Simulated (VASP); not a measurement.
# Y (R-3m) in VASP: notebook, part 2 of 2

VASP 6.6.1.

## 5. Single point, PBE (shortest bond scaled by 0.76)

The input, INCAR:

```
PREC = Accurate
ENCUT = 520
EDIFF = 1E-7
ISMEAR = -1
SIGMA = 0.05
LREAL = F
LASPH = T
NELM = 80
ALGO = Normal
ISIF = 2
LWAVE = F
LCHARG = F
GGA = PE
NBANDS = 18
```

The input, KPOINTS:

```
regular mesh
0
Gamma
  8 8 8
```

The input, POSCAR:

```
Y
1.0
    0.0000000000      3.4531162769      3.4531162769
    3.4531162769      0.0000000000      3.4531162769
    3.4531162769      3.4531162769      0.0000000000
Y
2
Direct
   -0.2150000000     -0.0950000000     -0.0950000000
    0.2150000000      0.0950000000      0.0950000000
```

Potentials or basis: VASP PAW PBE potentials, release 64 (Y_sv).

Run with:

```bash
$ cat potpaw_PBE.64/Y_sv/POTCAR > POTCAR
$ mpirun -np 1 vasp_std > vasp.out
```

OUTCAR:

```text
PREC = Accurate
   ENCUT = 520
   EDIFF = 1E-7
   ISMEAR = -1
   LREAL = F
   LASPH = T
   NELM = 80
   ISIF = 2
   GGA = PE

 ion  position               nearest neighbor table
   1  0.785  0.905  0.905-   2 2.27   2 3.30   2 3.30   2 3.30
   2  0.215  0.095  0.095-   1 2.27   1 3.30   1 3.30   1 3.30

  LATTYP: Found a face centered cubic cell.
 ALAT       =     6.9062325538

  Lattice vectors:

 A1 = (   0.0000000000,   3.4531162769,   3.4531162769)
 A2 = (   3.4531162769,   0.0000000000,   3.4531162769)
 A3 = (   3.4531162769,   3.4531162769,   0.0000000000)

Analysis of symmetry for initial positions (statically):
=====================================================================
 Subroutine PRICEL returns:
 Original cell was already a primitive cell.

 Routine SETGRP: Setting up the symmetry group for a
 face centered cubic supercell.

 Subroutine GETGRP returns: Found 12 space group operations
 (whereof  4 operations were pure point group operations)
 out of a pool of 48 trial point group operations.

The static configuration has the point symmetry C_2h.
 The point group associated with its full space group is D_3d.

Analysis of symmetry for dynamics (positions and initial velocities):
=====================================================================
 Subroutine PRICEL returns:
 Original cell was already a primitive cell.

 Routine SETGRP: Setting up the symmetry group for a
 face centered cubic supercell.

 Subroutine GETGRP returns: Found 12 space group operations
 (whereof  4 operations were pure point group operations)
 out of a pool of 48 trial point group operations.

The dynamic configuration has the point symmetry C_2h.
 The point group associated with its full space group is D_3d.

 Subroutine INISYM returns: Found 12 space group operations
 (whereof  4 operations are pure point group operations),
 and found     1 'primitive' translations

----------------------------------------------------------------------------------------

                                     Primitive cell

  volume of cell :      82.3500

  direct lattice vectors                    reciprocal lattice vectors
     0.000000000  3.453116277  3.453116277    -0.144796746  0.144796746  0.144796746
     3.453116277  0.000000000  3.453116277     0.144796746 -0.144796746  0.144796746
     3.453116277  3.453116277  0.000000000     0.144796746  0.144796746 -0.144796746

  length of vectors
     4.883443871  4.883443871  4.883443871     0.250795321  0.250795321  0.250795321

  position of ions in fractional coordinates (direct lattice)
     0.785000000  0.905000000  0.905000000
     0.215000000  0.095000000  0.095000000

  ion indices of the primitive-cell ions
   primitive index   ion index
                 1           1
                 2           2

----------------------------------------------------------------------------------------

 KPOINTS: regular mesh

Automatic generation of k-mesh.
 Grid dimensions read from file:
 generate k-points for:    8    8    8

 Generating k-lattice:

  Cartesian coordinates                     Fractional coordinates (reciprocal lattice)
    -0.018099593  0.018099593  0.018099593     0.125000000  0.000000000  0.000000000
     0.018099593 -0.018099593  0.018099593     0.000000000  0.125000000  0.000000000
     0.018099593  0.018099593 -0.018099593     0.000000000  0.000000000  0.125000000

  Length of vectors
     0.031349415  0.031349415  0.031349415

  Shift w.r.t. Gamma in fractional coordinates (k-lattice)
     0.000000000  0.000000000  0.000000000

 Subroutine IBZKPT returns following result:
 ===========================================

 Found     65 irreducible k-points:

 Following reciprocal coordinates:
            Coordinates               Weight
  0.000000  0.000000  0.000000      1.000000
  0.125000  0.000000  0.000000      2.000000
  0.000000  0.125000  0.000000      6.000000
  0.250000  0.000000  0.000000      2.000000
  0.000000  0.250000  0.000000      6.000000
  0.375000  0.000000  0.000000      2.000000
[... 16 lines left out ...]
 -0.250000  0.125000  0.000000      6.000000
  0.000000 -0.250000  0.125000     12.000000
 [... further k-points ...]
   k-points           NKPTS =     65   k-points in BZ     NKDIM =     65   number of bands    NBANDS=     18
   number of dos      NEDOS =    301   number of ions     NIONS =      2
   total plane-waves  NPLWV =  46656
   dimension x,y,z NGX =    36 NGY =   36 NGZ =   36
   dimension x,y,z NGXF=    72 NGYF=   72 NGZF=   72
   ions per type =               2
   NGX,Y,Z   is equivalent  to a cutoff of  12.26, 12.26, 12.26 a.u.
   NGXF,Y,Z  is equivalent  to a cutoff of  24.51, 24.51, 24.51 a.u.
 SYSTEM =  unknown system
   PREC   = accura    normal or accurate (medium, high low for compatibility)
   ISTART =      0    job   : 0-new  1-cont  2-samecut
   ICHARG =      2    charge: 1-file 2-atom 10-const
   ISPIN  =      1    spin polarized calculation?
   LNONCOLLINEAR =      F non collinear calculations
   LSORBIT =      F    spin-orbit coupling
   LASPH  =      T    aspherical Exc in radial PAW
   ENCUT  =  520.0 eV  38.22 Ry    6.18 a.u.   9.08  9.08  9.08*2*pi/ulx,y,z
   NELM   =     80;   NELMIN=  2; NELMDL= -5     # of ELM steps
   EDIFF  = 0.1E-06   stopping-criterion for ELM
   LREAL  =      F    real-space projection
   EDIFFG = 0.1E-05   stopping-criterion for IOM
   NSW    =      0    number of steps for IOM
   IBRION =     -1    ionic relax: 0-MD 1-quasi-New 2-CG
   NFREE  =      0    steps in history (QN), initial steepest desc. (CG)
   ISIF   =      2    stress and relaxation
   ISYM   =      2    0-nonsym 1-usesym 2-fastsym
   POTIM  = 0.5000    time-step for ionic-motion
   TEBEG  =    0.0;   TEEND  =   0.0 temperature during run
   PSTRESS=    0.0 pullay stress
   NELECT =      22.0000    total number of electrons
   NUPDOWN=      -1.0000    fix difference up-down
   EMIN   =  10.00;   EMAX   =-10.00  energy-range for DOS
   EFERMI =   0.00;   METHOD = LEGACY
   ISMEAR =    -1;   SIGMA  =   0.05  broadening in eV -4-tet -1-fermi 0-gaus
   EFERMI_NEDOS =   21; number of points for ismear=-14 and -15
   IALGO  =     38    algorithm
   IMIX   =      4    mixing-type and parameters
     AMIX     =   0.40;   BMIX     =  1.00
     AMIX_MAG =   1.60;   BMIX_MAG =  1.00
  volume/ion in A,a.u.               =      41.17       277.86
  Fermi-wavevector in a.u.,A,eV,Ry     =   1.054374  1.992477 15.125647  1.111704
  Thomas-Fermi vector in A             =   2.189531
   LORBIT       =      0    0 simple, 1 ext, 2 COOP (PROOUT), +10 PAW based schemes
   GGA     = PE    functional components
   LHFCALC =     F    Hartree Fock is set to
   AEXX    =    0.0000 exact exchange contribution
   IVDW    =     0    specifies the selected vdW correction
   LEPSILON=     F    determine dielectric tensor
   LRPA    =     F    only Hartree local field effects (RPA)
 non-spin polarized calculation
  energy-cutoff  :      520.00
  volume of cell :       82.35
 maximum number of plane-waves:      2252
   NGX = 19   NGY = 19   NGZ = 19

 number of electron      22.0000001 magnetization

 Free energy of the ion-electron system (eV)
  ---------------------------------------------------
  ext. energy  EPLUGINS =         0.00000000
  ---------------------------------------------------
  free energy    TOTEN  =        -7.88297058 eV

  energy without entropy =       -7.84028488  energy(sigma->0) =       -7.86162773

 E-fermi :   1.3373     XC(G=0):  -8.2570

 val. band max:        1.3362308286   @ k =   0.0000   0.2500   0.1250
 cond. band min:       1.3379395401   @ k =   0.0000  -0.2500   0.2500
 fundamental gap:      0.0017087115
 Fermi energy:         1.3372845061

 k-point     1 :       0.0000    0.0000    0.0000
  band No.  band energies     occupation
      1     -41.7286      2.00000
      2     -40.5957      2.00000
      3     -23.4359      2.00000
      4     -21.3862      2.00000
      5     -21.3862      2.00000
      6     -20.9170      2.00000
[... 10 lines left out ...]
     17       4.2776      0.00000
     18       6.4962      0.00000
[... 463 lines left out ...]
 k-point    24 :       0.0000   -0.2500    0.1250
  band No.  band energies     occupation
      1     -41.7120      2.00000
      2     -40.6153      2.00000
      3     -23.4039      2.00000
      4     -21.5159      2.00000
      5     -21.4051      2.00000
      6     -20.9046      2.00000
[... 10 lines left out ...]
     17       4.9221      0.00000
     18       5.6509      0.00000

 [... further k-points ...]

------------------------ aborting loop because EDIFF is reached ----------------------------------------

  FORCE on cell =-STRESS in cart. coord.  units (eV):
  Direction    XX          YY          ZZ          XY          YZ          ZX
  --------------------------------------------------------------------------------------
  -------------------------------------------------------------------------------------
  Total        2.3178408      2.3178408      2.3178408     -4.8526520      4.8526520     -4.8526520
  in kB       45.0952271     45.0952271     45.0952271    -94.4117679     94.4117679    -94.4117679
  external PRESSURE =      45.0952271 kB  Pullay stress =       0.0000000 kB

 VOLUME and BASIS-vectors are now :
 -----------------------------------------------------------------------------
  energy-cutoff  :      520.00
  volume of cell :       82.35
      direct lattice vectors                 reciprocal lattice vectors
     0.000000000  3.453116277  3.453116277    -0.144796746  0.144796746  0.144796746
     3.453116277  0.000000000  3.453116277     0.144796746 -0.144796746  0.144796746
     3.453116277  3.453116277  0.000000000     0.144796746  0.144796746 -0.144796746

 POSITION                                       TOTAL-FORCE (eV/Angst)
 -----------------------------------------------------------------------------------
      6.25014      5.83577      5.83577        -2.754444      2.754444      2.754444
      0.65609      1.07047      1.07047         2.754444     -2.754444     -2.754444
 -----------------------------------------------------------------------------------
    total drift:                               -0.000000      0.000000     -0.000000

  FREE ENERGIE OF THE ION-ELECTRON SYSTEM (eV)
  ---------------------------------------------------
  free  energy   TOTEN  =        -7.8829705812 eV

  energy  without entropy=       -7.8402848811  energy(sigma->0) =       -7.86162773
```

OSZICAR:

```text
N       E                     dE             d eps       ncg     rms          rms(c)
DAV:   1     0.100201425300E+03    0.10020E+03   -0.11098E+04  2340   0.112E+03
DAV:   2    -0.276868607442E+00   -0.10048E+03   -0.98750E+02  2990   0.264E+02
DAV:   3    -0.798586569310E+01   -0.77090E+01   -0.75834E+01  4246   0.442E+01
DAV:   4    -0.818694690362E+01   -0.20108E+00   -0.19859E+00  3008   0.746E+00
DAV:   5    -0.819299990629E+01   -0.60530E-02   -0.60440E-02  3392   0.103E+00    0.303E+01
DAV:   6    -0.790443239519E+01    0.28857E+00   -0.53946E-01  2562   0.593E+00    0.165E+01
DAV:   7    -0.787956395708E+01    0.24868E-01   -0.37480E-01  3124   0.430E+00    0.257E+00
DAV:   8    -0.788323596997E+01   -0.36720E-02   -0.59098E-02  3282   0.169E+00    0.423E-01
DAV:   9    -0.788293587249E+01    0.30010E-03   -0.55404E-03  2740   0.483E-01    0.246E-01
DAV:  10    -0.788298401556E+01   -0.48143E-04   -0.91511E-04  2898   0.254E-01    0.958E-02
DAV:  11    -0.788296821436E+01    0.15801E-04   -0.10864E-04  2694   0.889E-02    0.167E-02
DAV:  12    -0.788297066700E+01   -0.24526E-05   -0.21762E-05  3408   0.356E-02    0.158E-02
DAV:  13    -0.788297089915E+01   -0.23215E-06   -0.29217E-06  2592   0.146E-02    0.495E-03
DAV:  14    -0.788297035177E+01    0.54738E-06   -0.55289E-07  2586   0.636E-03    0.218E-03
DAV:  15    -0.788297049370E+01   -0.14193E-06   -0.63391E-08  1606   0.196E-03    0.570E-04
DAV:  16    -0.788297058119E+01   -0.87489E-07   -0.14818E-08  1480   0.104E-03
   1 F= -.78829706E+01 E0= -.78616277E+01  d E =-.426857E-01
```

Wall time 44 s (1 thread of Intel Xeon 6975P-C (Granite Rapids), shared host); peak memory 0.26 GiB.

Results:

| Item | Value |
| --- | --- |
| Free energy | -7.8830 eV |
| Pressure | 4.5 GPa |
| Largest force | 4.771 eV/Å |
| Band gap on the k mesh | zero (bands 11 and 12 overlap by 0.67 eV) |

Forces on the atoms (eV/Å):
```
Y   -2.754  2.754  2.754
Y    2.754 -2.754 -2.754
```

Caveat: the cell differs from its parent crystal (shortest bond scaled by 0.76); the cell stands under pressure; forces of over 1 eV/Å act on the atoms, so gaps and moduli don't describe the material at rest.
